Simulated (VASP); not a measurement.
Input of a VASP 6.6.1 run:

Contents of INCAR:

```
  PREC = Accurate
  ENCUT = 520
  EDIFF = 1E-6
  ISMEAR = -1
  SIGMA = 0.1
  LREAL = False
  LASPH = True
  NELM = 100
  ALGO = Normal
  ISIF = 2
  LWAVE = False
  LCHARG = False
  GGA = B5
  ALDAX = 1.0
  AGGAX = 1.0
  AGGAC = 1.0
  ALDAC = 0.0
  NBANDS = 38
```

The input KPOINTS:

```
regular mesh
0
Gamma
  15 15 4
```

File POSCAR:

```
Rh
1.0
    2.6467780646      0.0000000000      0.0000000000
   -1.3233890323      2.2921770422      0.0000000000
    0.0000000000      0.0000000000      8.6313991999
Rh
4
Direct
    0.0000000000      1.0000000000      0.0000000000
    1.0000000000      1.0000000000      0.5000000000
    0.3333333333      0.6666666667      0.2500000000
    0.6666666667      0.3333333333      0.7500000000
```

Potentials or basis: VASP PAW PBE potentials, release 64 (Rh_pv).

Launch:

```console
$ cat potpaw_PBE.64/Rh_pv/POTCAR > POTCAR
$ mpirun -np 1 vasp_std > vasp.out
```

Task: What does it give for the pressure?

Result: 38.6 GPa.

Task: Estimate the band gap on the k mesh.

Result: Zero (band 30 reaches 14.17 eV, above the bottom of band 31 at 12.12 eV).

Stress tensor (GPa, compression positive):
```
38.45  0.00  0.00
 0.00 38.45  0.00
 0.00  0.00 38.88
```

Caveat: the PAW data sets were made with another functional, which shifts forces and pressure a little.
